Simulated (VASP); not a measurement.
# GaN (P1) in VASP: single point with r2SCAN

Aim: the single point of GaN with r2SCAN.

Program: VASP 6.6.1. These are calculated values, not measurements. Logs are shortened: lines on timing, memory, paths and dates and some standing lists are left out, and cuts for length are marked.

### 1 The cell of the first run

The typed cell holds 8 atoms: a = 3.180 Å, b = 3.180 Å, c = 10.337 Å, α = 89.12°, β = 88.24°, γ = 60.00°.

### 2 Single point, r2SCAN

File POSCAR:

```
GaN
1.0
   -3.1799996605      0.0000000000      0.0000000000
   -1.5899998302     -2.7539604900      0.0000000000
   -0.3179999660      0.0000000000     10.3320000000
Ga N
4 4
Direct
    0.2427083333      0.3333333333      0.9062500000
    0.2927083333      0.3333333333      0.4062500000
    0.6510416667      0.6666666667      0.1562500000
    0.6010416667      0.6666666667      0.6562500000
    0.3239583333      0.3333333333      0.0937500000
    0.2739583333      0.3333333333      0.5937500000
    0.6322916667      0.6666666667      0.3437500000
    0.5822916667      0.6666666667      0.8437500000
```

File INCAR.step1:

```
SYSTEM = GaN
ALGO     = Normal         ! electronic algorithm
EDIFF    = 1E-4           ! SCF threshold, eV
ENCUT    = 520            ! plane-wave cutoff, eV
GGA      = PE             ! functional
ISMEAR   = 0              ! smearing method
LASPH    = .TRUE.         ! aspherical terms in the spheres
LCHARG   = .FALSE.        ! write CHGCAR
LREAL    = .FALSE.        ! projectors in reciprocal space
LWAVE    = .TRUE.         ! write WAVECAR
NBANDS   = 46             ! bands
NELM     = 80             ! most SCF steps
PREC     = Accurate       ! precision mode
SIGMA    = 0.05           ! smearing width, eV
```

File INCAR.step2:

```
SYSTEM = GaN
ALGO     = Normal         ! electronic algorithm
EDIFF    = 1E-7           ! SCF threshold, eV
ENCUT    = 520            ! plane-wave cutoff, eV
ISIF     = 2              ! what is computed and relaxed
ISMEAR   = 0              ! smearing method
ISTART   = 1            
LASPH    = .TRUE.         ! aspherical terms in the spheres
LCHARG   = .FALSE.        ! write CHGCAR
LMIXTAU  = .TRUE.       
LREAL    = .FALSE.        ! projectors in reciprocal space
LWAVE    = .FALSE.        ! write WAVECAR
METAGGA  = R2SCAN         ! meta-GGA
NBANDS   = 46             ! bands
NELM     = 80             ! most SCF steps
PREC     = Accurate       ! precision mode
SIGMA    = 0.05           ! smearing width, eV
```

File KPOINTS:

```
k-points
0
G
  10 10 3
  0 0 0
```

Potentials or basis: VASP PAW PBE potentials, release 64 (Ga_d, N).

Run with:

```bash
> cat potpaw_PBE.64/Ga_d/POTCAR potpaw_PBE.64/N/POTCAR > POTCAR
> cp INCAR.step1 INCAR
> mpirun -np 1 vasp_std > vasp.out
> cp INCAR.step2 INCAR
> mpirun -np 1 vasp_std > vasp.out
```

OUTCAR:

```text
SYSTEM = GaN
   EDIFF = 1E-7
   ENCUT = 520
   ISIF = 2
   ISMEAR = 0
   ISTART = 1
   LASPH = .TRUE.
   LREAL = .FALSE.
   METAGGA = R2SCAN
   NELM = 80
   PREC = Accurate

 ion  position               nearest neighbor table
   1  0.243  0.333  0.906-   8 1.95   8 1.95   8 1.95   5 1.96
   2  0.293  0.333  0.406-   6 1.94   7 1.95   7 1.95   7 1.95
   3  0.651  0.667  0.156-   7 1.94   5 1.95   5 1.95   5 1.95
   4  0.601  0.667  0.656-   8 1.94   6 1.95   6 1.95   6 1.95
   5  0.324  0.333  0.094-   3 1.95   3 1.95   3 1.95   1 1.96
   6  0.274  0.333  0.594-   2 1.94   4 1.95   4 1.95   4 1.95
   7  0.632  0.667  0.344-   3 1.94   2 1.95   2 1.95   2 1.95
   8  0.582  0.667  0.844-   4 1.94   1 1.95   1 1.95   1 1.95

  LATTYP: Found a base centered monoclinic cell.
 ALAT       =     3.1799996605
 B/A-ratio  =     1.7320508076
 C/A-ratio  =     3.2505954945
 COS(beta)  =    -0.0307635940

  Lattice vectors:

 A1 = (   1.5899998303,  -2.7539604900,   0.0000000000)
 A2 = (   1.5899998302,   2.7539604900,   0.0000000000)
 A3 = (  -0.3179999660,   0.0000000000,  10.3320000000)

Analysis of symmetry for initial positions (statically):
=====================================================================
 Subroutine PRICEL returns:
 Original cell was already a primitive cell.

 Routine SETGRP: Setting up the symmetry group for a
 base centered monoclinic supercell.

 Subroutine GETGRP returns: Found  1 space group operations
 (whereof  1 operations were pure point group operations)
 out of a pool of  4 trial point group operations.

The static configuration has the point symmetry C_1 .

Analysis of symmetry for dynamics (positions and initial velocities):
=====================================================================
 Subroutine PRICEL returns:
 Original cell was already a primitive cell.

 Routine SETGRP: Setting up the symmetry group for a
 base centered monoclinic supercell.

 Subroutine GETGRP returns: Found  1 space group operations
 (whereof  1 operations were pure point group operations)
 out of a pool of  4 trial point group operations.

The dynamic configuration has the point symmetry C_1 .

 Subroutine INISYM returns: Found  1 space group operations
 (whereof  1 operations are pure point group operations),
 and found     1 'primitive' translations

----------------------------------------------------------------------------------------

                                     Primitive cell

  volume of cell :      90.4835

  direct lattice vectors                    reciprocal lattice vectors
    -3.179999661  0.000000000  0.000000000    -0.314465442  0.181556708 -0.009678668
    -1.589999830 -2.753960490  0.000000000     0.000000000 -0.363113416  0.000000000
    -0.317999966  0.000000000 10.332000000     0.000000000  0.000000000  0.096786682

  length of vectors
     3.179999661  3.179999660 10.336892569     0.363242384  0.363113416  0.096786682

  position of ions in fractional coordinates (direct lattice)
     0.242708333  0.333333333  0.906250000
     0.292708333  0.333333333  0.406250000
     0.651041667  0.666666667  0.156250000
     0.601041667  0.666666667  0.656250000
     0.323958333  0.333333333  0.093750000
     0.273958333  0.333333333  0.593750000
     0.632291667  0.666666667  0.343750000
     0.582291667  0.666666667  0.843750000

  ion indices of the primitive-cell ions
   primitive index   ion index
                 1           1
                 2           2
                 3           3
                 4           4
                 5           5
                 6           6
                 7           7
                 8           8

----------------------------------------------------------------------------------------

 KPOINTS: k-points

Automatic generation of k-mesh.
 Grid dimensions read from file:
 generate k-points for:   10   10    3

 Generating k-lattice:

  Cartesian coordinates                     Fractional coordinates (reciprocal lattice)
    -0.031446544  0.018155671 -0.000967867     0.100000000 -0.000000000 -0.000000000
     0.000000000 -0.036311342  0.000000000     0.000000000  0.100000000  0.000000000
     0.000000000  0.000000000  0.032262227     0.000000000  0.000000000  0.333333333

  Length of vectors
     0.036324238  0.036311342  0.032262227

  Shift w.r.t. Gamma in fractional coordinates (k-lattice)
     0.000000000  0.000000000  0.000000000

 Subroutine IBZKPT returns following result:
 ===========================================

 Found    152 irreducible k-points:

 Following reciprocal coordinates:
            Coordinates               Weight
  0.000000  0.000000  0.000000      1.000000
  0.100000 -0.000000 -0.000000      2.000000
 -0.100000 -0.100000  0.000000      2.000000
  0.200000 -0.000000 -0.000000      2.000000
 -0.200000 -0.200000  0.000000      2.000000
  0.300000 -0.000000 -0.000000      2.000000
[... 16 lines left out ...]
  0.300000  0.400000 -0.000000      2.000000
 -0.200000  0.100000  0.000000      2.000000
 [... further k-points ...]
   k-points           NKPTS =    152   k-points in BZ     NKDIM =    152   number of bands    NBANDS=     46
   number of dos      NEDOS =    301   number of ions     NIONS =      8
   total plane-waves  NPLWV =  46080
   dimension x,y,z NGX =    24 NGY =   24 NGZ =   80
   dimension x,y,z NGXF=    48 NGYF=   48 NGZF=  160
   ions per type =               4   4
   NGX,Y,Z   is equivalent  to a cutoff of  12.55, 12.55, 12.87 a.u.
   NGXF,Y,Z  is equivalent  to a cutoff of  25.09, 25.09, 25.73 a.u.
 SYSTEM =  GaN
   PREC   = accura    normal or accurate (medium, high low for compatibility)
   ISTART =      1    job   : 0-new  1-cont  2-samecut
   ICHARG =      0    charge: 1-file 2-atom 10-const
   ISPIN  =      1    spin polarized calculation?
   LNONCOLLINEAR =      F non collinear calculations
   LSORBIT =      F    spin-orbit coupling
   LASPH  =      T    aspherical Exc in radial PAW
   ENCUT  =  520.0 eV  38.22 Ry    6.18 a.u.   5.91  5.91 19.22*2*pi/ulx,y,z
   NELM   =     80;   NELMIN=  2; NELMDL=  0     # of ELM steps
   EDIFF  = 0.1E-06   stopping-criterion for ELM
   LREAL  =      F    real-space projection
   EDIFFG = 0.1E-05   stopping-criterion for IOM
   NSW    =      0    number of steps for IOM
   IBRION =     -1    ionic relax: 0-MD 1-quasi-New 2-CG
   NFREE  =      0    steps in history (QN), initial steepest desc. (CG)
   ISIF   =      2    stress and relaxation
   ISYM   =      2    0-nonsym 1-usesym 2-fastsym
   POTIM  = 0.5000    time-step for ionic-motion
   TEBEG  =    0.0;   TEEND  =   0.0 temperature during run
   PSTRESS=    0.0 pullay stress
   NELECT =      72.0000    total number of electrons
   NUPDOWN=      -1.0000    fix difference up-down
   EMIN   =  10.00;   EMAX   =-10.00  energy-range for DOS
   EFERMI =   0.00;   METHOD = LEGACY
   ISMEAR =     0;   SIGMA  =   0.05  broadening in eV -4-tet -1-fermi 0-gaus
   EFERMI_NEDOS =   21; number of points for ismear=-14 and -15
   IALGO  =     38    algorithm
   IMIX   =      4    mixing-type and parameters
     AMIX     =   0.40;   BMIX     =  1.00
     AMIX_MAG =   1.60;   BMIX_MAG =  1.00
  volume/ion in A,a.u.               =      11.31        76.33
  Fermi-wavevector in a.u.,A,eV,Ry     =   1.517036  2.866783 31.312431  2.301399
  Thomas-Fermi vector in A             =   2.626346
   LORBIT       =      0    0 simple, 1 ext, 2 COOP (PROOUT), +10 PAW based schemes
   METAGGA = R2SCAN    functional components
   LHFCALC =     F    Hartree Fock is set to
   AEXX    =    0.0000 exact exchange contribution
   IVDW    =     0    specifies the selected vdW correction
   LEPSILON=     F    determine dielectric tensor
   LRPA    =     F    only Hartree local field effects (RPA)
 non-spin polarized calculation
 Gauss-broadening in eV      SIGMA  =   0.05
  energy-cutoff  :      520.00
  volume of cell :       90.48
 maximum number of plane-waves:      2456
   NGX = 11   NGY = 11   NGZ = 39

 number of electron      71.9999997 magnetization

 Free energy of the ion-electron system (eV)
  ---------------------------------------------------
  ext. energy  EPLUGINS =         0.00000000
  ---------------------------------------------------
  free energy    TOTEN  =       -87.53849737 eV

  energy without entropy =      -87.53849737  energy(sigma->0) =      -87.53849737

 E-fermi :   5.4839     XC(G=0): -12.6989

 val. band max:        5.2449003241   @ k =   0.0000   0.0000   0.0000
 cond. band min:       7.5093115759   @ k =   0.0000   0.0000   0.0000
 fundamental gap:      2.2644112518
 Fermi energy:         5.4839240543

 k-point     1 :       0.0000    0.0000    0.0000
  band No.  band energies     occupation
      1     -11.6927      2.00000
      2     -11.1091      2.00000
      3     -11.0781      2.00000
      4     -10.6525      2.00000
      5      -8.6959      2.00000
      6      -8.6909      2.00000
[... 38 lines left out ...]
     45      15.9048      0.00000
     46      16.1256      0.00000

 k-point     2 :       0.1000   -0.0000   -0.0000
  band No.  band energies     occupation
      1     -11.5929      2.00000
      2     -11.0437      2.00000
      3     -11.0095      2.00000
      4     -10.6243      2.00000
      5      -8.6848      2.00000
      6      -8.6755      2.00000
[... 38 lines left out ...]
     45      15.8398      0.00000
     46      16.1006      0.00000

 k-point     3 :      -0.1000   -0.1000    0.0000
  band No.  band energies     occupation
      1     -11.5930      2.00000
      2     -11.0443      2.00000
      3     -11.0092      2.00000
      4     -10.6247      2.00000
      5      -8.6861      2.00000
      6      -8.6669      2.00000
[... 1018 lines left out ...]
     45      15.1451      0.00000
     46      15.5943      0.00000

 k-point    24 :      -0.2000    0.1000    0.0000
  band No.  band energies     occupation
      1     -11.1204      2.00000
      2     -10.7567      2.00000
      3     -10.7226      2.00000
      4     -10.5144      2.00000
      5      -8.6278      2.00000
      6      -8.6180      2.00000
[... 38 lines left out ...]
     45      15.6357      0.00000
     46      15.7703      0.00000

 [... further k-points ...]

------------------------ aborting loop because EDIFF is reached ----------------------------------------

  FORCE on cell =-STRESS in cart. coord.  units (eV):
  Direction    XX          YY          ZZ          XY          YZ          ZX
  --------------------------------------------------------------------------------------
  -------------------------------------------------------------------------------------
  Total        0.5637152      0.8725886      1.8531330      0.2344419      0.0668432      1.5171496
  in kB        9.9816235     15.4507985     32.8131555      4.1512287      1.1835822     26.8639457
  external PRESSURE =      19.4151925 kB  Pullay stress =       0.0000000 kB

 VOLUME and BASIS-vectors are now :
 -----------------------------------------------------------------------------
  energy-cutoff  :      520.00
  volume of cell :       90.48
      direct lattice vectors                 reciprocal lattice vectors
    -3.179999661  0.000000000  0.000000000    -0.314465442  0.181556708 -0.009678668
    -1.589999830 -2.753960490  0.000000000     0.000000000 -0.363113416  0.000000000
    -0.317999966  0.000000000 10.332000000     0.000000000  0.000000000  0.096786682

 POSITION                                       TOTAL-FORCE (eV/Angst)
 -----------------------------------------------------------------------------------
     -1.59000     -0.91799      9.36338        -0.427945      0.030740      0.016125
     -1.59000     -0.91799      4.19738         0.007475     -0.002677     -0.152753
     -3.18000     -1.83597      1.61438         0.099020     -0.049017     -0.077616
     -3.18000     -1.83597      6.78038        -0.034884     -0.003772     -0.168163
     -1.59000     -0.91799      0.96863         0.468967      0.060478     -0.062579
     -1.59000     -0.91799      6.13463        -0.002765     -0.002173      0.157691
     -3.18000     -1.83597      3.55163         0.029617      0.004675      0.164882
     -3.18000     -1.83597      8.71762        -0.139485     -0.038253      0.122413
 -----------------------------------------------------------------------------------
    total drift:                               -0.001501      0.000988      0.081308

  FREE ENERGIE OF THE ION-ELECTRON SYSTEM (eV)
  ---------------------------------------------------
  free  energy   TOTEN  =       -87.5384973740 eV

  energy  without entropy=      -87.5384973740  energy(sigma->0) =      -87.53849737
```

Run time: 53 min. Hardware: 1 thread of Oxide Virtual Turin-like, shared host; peak memory 0.52 GiB.

Results:

```yaml
Free_energy: -87.5385 eV
Pressure: 1.9 GPa
Largest_force: 0.477 eV/Å
Band_gap_on_the_k_mesh: 2.26 eV
```

Forces in eV/Å, atoms in the order of the input:
```
Ga  -0.428  0.031  0.016
Ga   0.007 -0.003 -0.153
Ga   0.099 -0.049 -0.078
Ga  -0.035 -0.004 -0.168
N    0.469  0.060 -0.063
N   -0.003 -0.002  0.158
N    0.030  0.005  0.165
N   -0.139 -0.038  0.122
```

Levels at points of the mesh, in eV from the valence-band top:
| k point | band 32 | band 33 | band 34 | band 35 | band 36 | band 37 | band 38 | band 39 | band 40 | band 41 |
| --- | --- | --- | --- | --- | --- | --- | --- | --- | --- | --- |
| (0.00, 0.00, 0.00) | -0.62 | -0.60 | -0.18 | -0.09 | 0.00 | 2.26 | 4.66 | 4.71 | 4.77 | 9.04 |
| (0.50, 0.00, 0.00) | -2.21 | -2.12 | -2.07 | -1.90 | -1.09 | 4.77 | 4.95 | 5.61 | 5.98 | 6.17 |
| (0.50, 0.50, 0.00) | -2.14 | -2.08 | -2.06 | -1.80 | -1.10 | 4.60 | 4.78 | 5.45 | 6.08 | 6.73 |
| (0.00, 0.50, 0.00) | -2.19 | -2.06 | -2.05 | -1.92 | -1.10 | 4.73 | 4.82 | 5.53 | 6.00 | 6.47 |

Caveat: the PAW data sets were made with another functional, which shifts forces and pressure a little.
